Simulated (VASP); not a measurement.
**MgF2: single point with PBE**

The system is MgF2.

```
Mg F
1.0
     4.69760    0.00000    0.00000
     0.00000    4.69760    0.00000
     0.00000    0.00000    3.09307
Mg F
2 4
Direct
  0.00000 0.00000 0.00000
  0.50000 0.50000 0.50000
  0.30356 0.30356 0.00000
  0.19644 0.80356 0.50000
  0.69644 0.69644 0.00000
  0.80356 0.19644 0.50000
```

```
Program             : VASP 6.6.1
Task                : single point
Functional          : PBE
Potentials or basis : VASP PAW PBE potentials, release 64 (Mg, F)
Cutoff              : 600 eV
k mesh              : 4 × 4 × 8
Occupations         : gaussian, width 0.01 eV
Spin                : no spin polarisation
```

The pressure is -1.0 GPa and the band gap on the k mesh is 6.80 eV.

Forces on the atoms (eV/Å):
```
Mg   0.000  0.000  0.000
Mg   0.000  0.000  0.000
F    0.002  0.002  0.000
F   -0.002  0.002  0.000
F   -0.002 -0.002  0.000
F    0.002 -0.002  0.000
```

Stress tensor (GPa, compression positive):
```
-0.95  0.00  0.00
 0.00 -0.95  0.00
 0.00  0.00 -1.07
```

Levels at points of the mesh, in eV from the valence-band top:
| k point | band 12 | band 13 | band 14 | band 15 | band 16 | band 17 | band 18 | band 19 | band 20 | band 21 |
| --- | --- | --- | --- | --- | --- | --- | --- | --- | --- | --- |
| (0.00, 0.00, 0.00) | -1.17 | -0.72 | -0.31 | -0.31 | 0.00 | 6.80 | 11.96 | 11.96 | 13.42 | 14.13 |
| (0.50, 0.00, 0.00) | -1.31 | -0.95 | -0.95 | -0.36 | -0.36 | 9.15 | 9.15 | 13.18 | 13.18 | 15.15 |
| (0.50, 0.50, 0.00) | -1.22 | -0.91 | -0.91 | -0.72 | -0.72 | 10.74 | 10.74 | 10.99 | 10.99 | 17.13 |
| (0.00, 0.00, 0.50) | -1.38 | -1.06 | -1.06 | -0.80 | -0.80 | 11.47 | 11.47 | 14.66 | 14.66 | 15.19 |
| (0.50, 0.00, 0.50) | -1.29 | -0.70 | -0.70 | -0.62 | -0.62 | 12.41 | 12.41 | 13.01 | 13.01 | 15.48 |
| (0.50, 0.50, 0.50) | -1.35 | -0.57 | -0.57 | -0.47 | -0.47 | 12.81 | 12.81 | 13.08 | 13.08 | 14.27 |

It took 22 s on 1 thread of Intel(R) Xeon(R) 6975P-C (Granite Rapids), with other jobs on the host, peak memory 0.22 GiB.

A k mesh can miss the band edges. As with any semilocal functional, this PBE gap is likely too small.
